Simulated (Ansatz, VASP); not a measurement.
## C: VASP beside Ansatz

INCAR

```
SYSTEM = C
  ALGO = Normal
  EDIFF = 1E-6
  ENCUT = 520
  GGA = PE
  ISIF = 2
  ISMEAR = -1
  LASPH = .TRUE.
  LCHARG = .FALSE.
  LREAL = .FALSE.
  LWAVE = .FALSE.
  NBANDS = 16
  NELM = 80
  PREC = Accurate
  SIGMA = 0.05
```

Contents of KPOINTS:

```
k-points
0
G
  14 14 4
  0 0 0
```

POSCAR

```
C
1.0
    2.4990250333      0.0000000000      0.0000000000
   -1.2495125166      2.1642191635      0.0000000000
    0.0000000000      0.0000000000      8.6389424672
C
4
Direct
    1.0000000000      1.0000000000      0.2500000000
    0.0000000000      0.0000000000      0.7500000000
    0.3333333333      0.6666666667      0.2500000000
    0.6666666667      0.3333333333      0.7500000000
```

Input for Ansatz:

```yaml
crystal:
  lattice:
    - [2.4990250333, 0.0, 0.0]
    - [-1.2495125166, 2.1642191635, 0.0]
    - [0.0, 0.0, 8.6389424672]
  atoms:
    - { symbol: C, position: [1.0, 1.0, 0.25] }
    - { symbol: C, position: [0.0, 0.0, 0.75] }
    - { symbol: C, position: [0.3333333333, 0.6666666667, 0.25] }
    - { symbol: C, position: [0.6666666667, 0.3333333333, 0.75] }
hamiltonian:
  xc: pbe
  pseudopotentials:
    kind: paw
    azcp:
      C: "pseudopotentials/C.paw.azcp"
basis:
  ecutwfc: 420
  fft_grid_basis: typed
kpoints:
  mp_grid: { grid: [14, 14, 4], shift: [0, 0, 0] }
magnetization:
  spin_polarized: false
scf:
  occupations: { method: fermi_dirac, width: 0.05 }
output:
  stress: true
```

Alike in both runs: task single point; functional PBE; k mesh 14 × 14 × 4; occupations fermi-dirac, width 0.05 eV; no spin polarisation.

|  | VASP | Ansatz |
| --- | --- | --- |
| version | VASP 6.6.1 | Ansatz 0.2.0 |
| potentials or method | VASP PAW PBE potentials, release 64 (C), cutoff 520 eV | plane waves (420 eV) with PAW, scalar-relativistic |
| valence electrons in the cell | 16 | 16 |

```csv
,VASP,Ansatz,Ansatz less VASP
pressure (GPa),-7.6,-7.9,-0.33
"traceless stress, the component that is largest in VASP (GPa)",7.57,7.95,+0.383
```
